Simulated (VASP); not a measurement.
A run of VASP 6.6.1 is set up as follows.

The input INCAR:

```
ALGO     = Normal         # electronic algorithm
EDIFF    = 1E-6           # SCF threshold, eV
ENCUT    = 520            # plane-wave cutoff, eV
ISIF     = 2              # what is computed and relaxed
ISMEAR   = 0              # smearing method
LASPH    = T              # aspherical terms in the spheres
LCHARG   = F              # write CHGCAR
LREAL    = F              # projectors in reciprocal space
LWAVE    = F              # write WAVECAR
NBANDS   = 16             # bands
NELM     = 80             # most SCF steps
PREC     = Accurate       # precision mode
SIGMA    = 0.01           # smearing width, eV
```

Contents of KPOINTS:

```
k-points
0
Gamma
  4 4 4
```

POSCAR

```
GaN
1.0
    0.0000000000      2.2489525415      2.2489525415
    2.2489525415      0.0000000000      2.2489525415
    2.2489525415      2.2489525415      0.0000000000
Ga N
1 1
Direct
    0.0000000000      0.0000000000      0.0000000000
    0.2500000000      0.2500000000      0.2500000000
```

Potentials or basis: VASP PAW LDA potentials, release 64 (Ga_d, N).

Command:

```bash
$ cat potpaw_LDA.64/Ga_d/POTCAR potpaw_LDA.64/N/POTCAR > POTCAR
$ mpirun -np 1 vasp_std > vasp.out
```

Task: What does it give for the pressure?

Result: -4.5 GPa.

Task: Estimate the band gap on the k mesh.

Result: 1.76 eV, direct.

Caveat: the k points lie up to 0.60 Å⁻¹ apart. As with any semilocal functional, this LDA gap is likely too small.
